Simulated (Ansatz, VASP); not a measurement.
**Two plane-wave programs on Pt**

The input INCAR:

```
SYSTEM = Pt
ALGO = Fast
EDIFF = 1E-6
ENCUT = 520
GGA = PE
ISIF = 2
ISMEAR = 0
LASPH = .True.
LCHARG = .False.
LREAL = .False.
LWAVE = .False.
NBANDS = 11
NELM = 80
PREC = Accurate
SIGMA = 0.15
```

File KPOINTS:

```
k-points
0
Gamma
  20 20 20
  0 0 0
```

The input POSCAR:

```
Pt
1.0
    0.0000000000      1.8600050000      1.9089525000
    1.8600050000      0.0000000000      1.9089525000
    1.8600050000      1.8600050000      0.0000000000
Pt
1
Direct
    0.0000000000      0.0000000000      0.0000000000
```

Input for Ansatz:

```yaml
crystal:
  lattice:
    - [0.0, 1.860005, 1.9089525]
    - [1.860005, 0.0, 1.9089525]
    - [1.860005, 1.860005, 0.0]
  atoms:
    - { symbol: Pt, position: [0.0, 0.0, 0.0] }
basis:
  ecutwfc: 420
kpoints:
  mp_grid: { grid: [20, 20, 20] }
hamiltonian:
  xc: pbe
scf:
  occupations: { method: gaussian, width: 0.15 }
output:
  forces: true
  stress: true
  eigenvalues: true
```

Change from the starting cell: strain -0.050 along x and y, -0.025 along z, atoms carried along.

Alike in both runs: task single point; functional PBE; k mesh 20 × 20 × 20; occupations gaussian, width 0.15 eV; no spin polarisation.

|  | VASP | Ansatz |
| --- | --- | --- |
| version | VASP 6.6.1 | Ansatz 0.2.0 |
| potentials or method | VASP PAW PBE potentials, release 64 (Pt), cutoff 520 eV | scalar-relativistic, plane waves, PAW |
| valence electrons in the cell | 10 | 18 |

```tsv
	VASP	Ansatz	Ansatz less VASP
gap on the k mesh at the Fermi level (eV)	none	none	-
pressure (GPa)	65.8	66.4	+0.55
traceless stress, the component that is largest in VASP (GPa)	-3.36	-3.38	-0.016
```

A gap of «none» marks a metal or a gap that the smearing closes. Both programs put the cell under a high pressure, so it lies far from rest at this level. The functional is the same, so the differences come from potentials, cutoffs and numerics. VASP's potentials hold 10 valence electrons a cell and Ansatz's 18, so a difference there can come from the potentials and not from the codes.

Neither program's run includes spin-orbit coupling. Noted on VASP's run: the cell as given lies far from equilibrium.
